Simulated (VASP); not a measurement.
MgS (rocksalt type):

```xyz
2
Lattice="0.0000 2.6144 2.6144 2.6144 0.0000 2.6144 2.6144 2.6144 0.0000" Properties=species:S:1:pos:R:3 pbc="T T T"
Mg    0.0000    0.0000    0.0000
S     2.6144    2.6144    2.6144
```

Program: VASP 6.6.1. Alike in all runs: no spin polarisation; cell as given; k mesh 14 × 14 × 14; cutoff (eV) 520; smearing fermi-dirac 0.03 eV.

Task: Order these runs on this cell by their pressure, lowest first.
A. level LDA; potentials or basis VASP PAW LDA potentials, release 64 (Mg, S)
B. level r2SCAN; potentials or basis VASP PAW PBE potentials, release 64 (Mg, S)
C. level revPBE; potentials or basis VASP PAW PBE potentials, release 64 (Mg, S)

Result: A (-4.8 GPa), B (-1.6 GPa), C (1.4 GPa).

Caveats: the PAW data sets were made with another functional, which shifts forces and pressure a little (some runs).
